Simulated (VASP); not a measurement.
A run of VASP 6.6.1 is set up as follows.

The input INCAR:

```
ALGO = Normal
EDIFF = 1E-6
ENCUT = 520
GGA = PS
ISIF = 2
ISMEAR = 0
LASPH = T
LCHARG = F
LREAL = F
LWAVE = F
NBANDS = 10
NELM = 100
PREC = Accurate
SIGMA = 0.15
```

The input KPOINTS:

```
k-points
0
Gamma
  18 18 10
```

Contents of POSCAR:

```
Al
1.0
    2.7699000000      0.0000000000      0.0000000000
   -1.3849500000      2.3988037660      0.0000000000
    0.0000000000      0.0000000000      4.3414000000
Al
2
Direct
    0.6666666667      0.3333333333      0.7500000000
    0.3333333333      0.6666666667      0.2500000000
```

Potentials or basis: VASP PAW PBE potentials, release 64 (Al).

Launch:

```bash
$ cat potpaw_PBE.64/Al/POTCAR > POTCAR
$ mpirun -np 1 vasp_std > vasp.out
```

**Question.** Predict the pressure.

**Answer.** 13.0 GPa.

**Question.** Estimate the band gap on the k mesh.

**Answer.** Zero (band 3 reaches 14.50 eV, above the bottom of band 4 at 5.96 eV).

Stress tensor (GPa, compression positive):
```
11.14  0.00  0.00
 0.00 11.14  0.00
 0.00  0.00 16.82
```

Caveat: the PAW data sets were made with another functional, which shifts forces and pressure a little.
